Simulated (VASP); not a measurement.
Runs of VASP 6.6.1 on TiO2. The structure is that of space group I4_1/amd (No. 141), or close to it. The cells are those of the table. 

```tsv
cell	gap on the mesh (eV)	pressure (GPa)	largest force (eV/Å)
a = 5.519 Å, angles 138.5, 138.5, 60.2°, 6 atoms	1.99	-6.8	0.24
a = 5.709 Å, angles 139.9, 139.9, 58.0°, 6 atoms	1.90	-14.5	0.40
a = 5.671 Å, angles 140.9, 140.9, 56.6°, 6 atoms	(c)	(a)	0.39
a = 5.460 Å, angles 139.9, 139.9, 58.0°, 6 atoms	2.22	11.1	0.27
a = 5.569 Å, angles 141.4, 141.4, 55.8°, 6 atoms	2.27	(b)	0.33
```

Alike in all rows: task single point; level PBE; potentials or basis VASP PAW PBE potentials, release 64 (Ti_sv, O); no spin polarisation; k mesh 10 × 10 × 10; cutoff (eV) 520; smearing gaussian 0.05 eV.

Estimate the missing entries.

(a) -5.0; (b) 11.6; (c) 2.06.

Caveats: the cell stands under tension (at least some runs); the cell stands under pressure (at least some runs).

A k mesh can miss the band edges.
